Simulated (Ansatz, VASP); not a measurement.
**One calculation of HfO2, two programs**

Contents of INCAR:

```
  PREC = Accurate
  ENCUT = 520
  EDIFF = 1E-6
  ISMEAR = 0
  SIGMA = 0.05
  LREAL = F
  LASPH = T
  NELM = 80
  ALGO = Normal
  ISIF = 2
  LWAVE = F
  LCHARG = T
  GGA = PE
  LELF = T
  LVHAR = T
  NBANDS = 31
```

KPOINTS

```
Automatic mesh
0
Gamma
  6 6 4
```

The input POSCAR:

```
HfO2
1.0
    3.6043048131      0.0000000000      0.0000000000
    0.0000000000      3.6043048131      0.0000000000
    0.0000000000      0.0000000000      5.3955663338
Hf O
2 4
Direct
    0.5000000000      0.5000000000      0.5000000000
    0.0000000000      0.0000000000      0.0000000000
    0.0000000000      0.5000000000      0.6932521152
    0.5000000000      0.0000000000      0.8067478848
    0.5000000000      0.0000000000      0.3067478848
    0.0000000000      0.5000000000      0.1932521152
```

Input for Ansatz:

```yaml
crystal:
  lattice:
    - [3.6043048131, 0.0, 0.0]
    - [0.0, 3.6043048131, 0.0]
    - [0.0, 0.0, 5.3955663338]
  atoms:
    - { symbol: Hf, position: [0.5, 0.5, 0.5] }
    - { symbol: Hf, position: [0.0, 0.0, 0.0] }
    - { symbol: O, position: [0.0, 0.5, 0.6932521152] }
    - { symbol: O, position: [0.5, 0.0, 0.8067478848] }
    - { symbol: O, position: [0.5, 0.0, 0.3067478848] }
    - { symbol: O, position: [0.0, 0.5, 0.1932521152] }
basis:
  ecutwfc: 420
kpoints:
  mp_grid: { grid: [6, 6, 4] }
hamiltonian:
  xc: pbe
scf:
  occupations: { method: gaussian, width: 0.05 }
output:
  forces: true
  stress: true
  eigenvalues: true
  write_density: true
  write_potential: true
  elf: true
  volumetric_format: npy
```

Change from the starting cell: strain +0.000 along x and y, +0.025 along z, atoms carried along.

Alike in both runs: task single point; functional PBE; k mesh 6 × 6 × 4; occupations gaussian, width 0.05 eV; no spin polarisation.

```csv
,VASP,Ansatz
version,VASP 6.6.1,Ansatz 0.2.0
potentials or method,"VASP PAW PBE potentials, release 64 (Hf_pv, O), cutoff 520 eV","scalar-relativistic, plane waves, PAW"
valence electrons in the cell,44,76
```

```csv
,VASP,Ansatz,Ansatz less VASP
gap on the k mesh at the Fermi level (eV),4.51,4.53,+0.027
least direct gap on the mesh (eV),4.56,4.58,+0.023
pressure (GPa),-7.9,-5.0,+2.96
"traceless stress, the component that is largest in VASP (GPa)",-4.45,-4.49,-0.039
rms of the force components (eV/Å),0.137,0.112,-0.0258
```

Atom by atom the forces differ by 0.026 eV/Å (rms over components). VASP's potentials hold 44 valence electrons a cell and Ansatz's 76, so a difference there can come from the potentials and not from the codes.

Neither program's run includes spin-orbit coupling.
